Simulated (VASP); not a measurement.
Al2O3:

```
CELL_PARAMETERS angstrom
2.88432 0.00000 0.00000
-1.44216 2.49790 0.00000
0.00000 0.00000 9.33675
ATOMIC_POSITIONS crystal
Al 0.00000 0.00000 0.85001
Al 0.00000 0.00000 0.14999
O 0.33333 0.66667 0.77768
O 0.66667 0.33333 0.00000
O 0.33333 0.66667 0.22232
```

| Quantity | Value |
| --- | --- |
| Program | VASP 6.6.1 |
| Task | relaxation of cell and atoms |
| Functional | LDA |
| Potentials or basis | VASP PAW LDA potentials, release 64 (Al, O) |
| Cutoff | 600 eV |
| k mesh | 11 × 11 × 3 |
| Occupations | fermi-dirac, width 0.05 eV |
| Spin | no spin polarisation |

At the start: pressure -6.6 GPa; volume 13.45 Å³/atom.

Problem. How do energy, volume and symmetry change on relaxing?

Solution. Over 42 steps the energy falls by 21.8 meV/atom and the volume is 10.21 Å³/atom (-24.1 %); space group P-6m2 (No. 187, to 0.05 Å).

The path:
| step | energy change (eV) | largest force (eV/Å) | pressure (GPa) | volume (Å³) |
| --- | --- | --- | --- | --- |
| 1 | 0.0000 | 0.5015 | -6.61 | 67.27 |
| 3 | -0.0602 | 0.3680 | -0.42 | 64.80 |
| 5 | -0.0652 | 0.0219 | -0.11 | 64.45 |
| 7 | -0.0653 | 0.0424 | 0.13 | 64.32 |
| 9 | -0.0654 | 0.0450 | 0.09 | 64.27 |
| 11 | -0.0655 | 0.0765 | -0.07 | 64.02 |
| 13 | -0.0657 | 0.0510 | -0.02 | 64.10 |
| 15 | -0.0662 | 0.0556 | -0.10 | 63.95 |
| 17 | -0.0680 | 0.0741 | -0.36 | 63.35 |
| 19 | -0.0707 | 0.3034 | -1.31 | 60.91 |
| 21 | -0.0711 | 0.3063 | -1.34 | 60.78 |
| 23 | -0.0728 | 0.3124 | -1.45 | 60.18 |
| 25 | -0.0805 | 0.3212 | -1.64 | 57.77 |
| 27 | -0.0463 | 0.3276 | 1.57 | 48.11 |
| 29 | -0.0825 | 0.4630 | 0.99 | 50.95 |
| 31 | -0.0807 | 0.4671 | 1.11 | 50.65 |
| 33 | -0.0820 | 0.4099 | 0.92 | 50.04 |
| 35 | -0.0916 | 0.3123 | 0.54 | 50.27 |
| 37 | -0.1076 | 0.1391 | -1.02 | 51.26 |
| 39 | -0.1087 | 0.0298 | -0.32 | 51.06 |
| 41 | -0.1088 | 0.0124 | -0.04 | 51.02 |
| 42 | -0.1088 | 0.0081 | -0.08 | 51.03 |

Final structure:
```
Al O
1.0
     2.84268    0.00000    0.00000
    -1.42134    2.46183    0.00000
     0.00000    0.00000    7.29156
Al O
2 3
Direct
  0.00000 0.00000 0.81158
  0.00000 0.00000 0.18842
  0.33333 0.66667 0.72010
  0.66667 0.33333 0.00000
  0.33333 0.66667 0.27990
```

Caveat: the volume moved by over 15 % at a fixed basis, so the end points are rough.
